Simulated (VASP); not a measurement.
Wanted: the native input for a VASP 6.6.1 run.

```yaml
Task: single point
Functional: LDA
Potentials_or_basis: VASP PAW PBE potentials, release 64 (Lu, Be)
Cutoff: 520 eV
k_mesh: 8 × 8 × 8
Occupations: fermi-dirac, width 0.05 eV
Spin: no spin polarisation
Dipole_correction: no
Further_INCAR_settings: ALGO = Fast; EDIFF = 1e-06; NBANDS = 20
```

The structure of LuBe lies in POSCAR:

```
LuBe
1.0
    3.3203700000      0.0000000000      0.0000000000
    0.0000000000      3.3203700000      0.0000000000
    0.0000000000      0.0000000000      3.3203700000
Lu Be
1 1
Direct
    0.0000000000      0.0000000000      0.0000000000
    0.5000000000      0.5000000000      0.5000000000
```

These files were run (other wordings do the same):

INCAR

```
PREC     = Accurate       # precision mode
ENCUT    = 520            # plane-wave cutoff, eV
EDIFF    = 1E-6           # SCF threshold, eV
ISMEAR   = -1             # smearing method
SIGMA    = 0.05           # smearing width, eV
LREAL    = False          # projectors in reciprocal space
LASPH    = True           # aspherical terms in the spheres
NELM     = 80             # most SCF steps
ALGO     = Fast           # electronic algorithm
ISIF     = 2              # what is computed and relaxed
LWAVE    = False          # write WAVECAR
LCHARG   = False          # write CHGCAR
GGA      = CA             # functional
NBANDS   = 20             # bands
```

KPOINTS

```
Automatic mesh
0
Gamma
  8 8 8
```

Potentials or basis: VASP PAW PBE potentials, release 64 (Lu, Be).

Run with:

```bash
$ cat potpaw_PBE.64/Lu/POTCAR potpaw_PBE.64/Be/POTCAR > POTCAR
$ mpirun -np 1 vasp_std > vasp.out
```

It gave:

```yaml
Pressure: -5.0 GPa
```

Caveat: the PAW data sets were made with another functional, which shifts forces and pressure a little.

Run time: 22 s on 1 thread of Intel(R) Xeon(R) 6975P-C (Granite Rapids), with other jobs on the host, peak memory 0.16 GiB.
